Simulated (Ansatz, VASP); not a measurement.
Re in VASP and in Ansatz

The input INCAR:

```
ALGO = Normal ; EDIFF = 1E-7
ENCUT = 520 ; GGA = PE
ISIF = 2 ; ISMEAR = 0
LASPH = T ; LCHARG = T
LELF = T ; LREAL = F
LVHAR = T ; LWAVE = F
NBANDS = 14 ; NELM = 60
PREC = Accurate ; SIGMA = 0.3
```

KPOINTS

```
k-points
0
Gamma
  13 13 7
```

POSCAR

```
Re
1.0
    2.7768706464      0.0000000000      0.0000000000
   -1.3884353232      2.4048405228      0.0000000000
    0.0000000000      0.0000000000      4.4788142384
Re
2
Direct
    0.3333333333      0.6666666667      0.2500000000
    0.6666666667      0.3333333333      0.7500000000
```

Input for Ansatz:

```yaml
crystal:
  lattice:
    - [2.7768706464, 0.0, 0.0]
    - [-1.3884353232, 2.4048405228, 0.0]
    - [0.0, 0.0, 4.4788142384]
  atoms:
    - { symbol: Re, position: [0.3333333333, 0.6666666667, 0.25] }
    - { symbol: Re, position: [0.6666666667, 0.3333333333, 0.75] }
hamiltonian:
  xc: pbe
  pseudopotentials:
    kind: paw
    azcp:
      Re: "pseudopotentials/Re.paw.azcp"
basis:
  ecutwfc: 420
  fft_grid_basis: typed
kpoints:
  mp_grid: { grid: [13, 13, 7], shift: [0, 0, 0] }
magnetization:
  spin_polarized: false
scf:
  occupations: { method: gaussian, width: 0.3 }
  lower_state_search: "off"
output:
  stress: true
```

Alike in both runs: task single point; functional PBE; k mesh 13 × 13 × 7; occupations gaussian, width 0.3 eV; no spin polarisation.

|  | VASP | Ansatz |
| --- | --- | --- |
| version | VASP 6.6.1 | Ansatz 0.2.0 |
| potentials or method | VASP PAW PBE potentials, release 64 (Re), cutoff 520 eV | plane waves (420 eV) with PAW, scalar-relativistic |
| valence electrons in the cell | 14 | 30 |

|  | VASP | Ansatz | Ansatz less VASP |
| --- | --- | --- | --- |
| pressure (GPa) | -0.4 | 0.1 | +0.53 |
| traceless stress, the component that is largest in VASP (GPa) | -0.14 | -0.02 | +0.121 |

With one functional, cell and mesh, what is left measures potentials, basis and numerics. VASP's potentials hold 14 valence electrons a cell and Ansatz's 30, so a difference there can come from the potentials and not from the codes.

Neither program's run includes spin-orbit coupling.
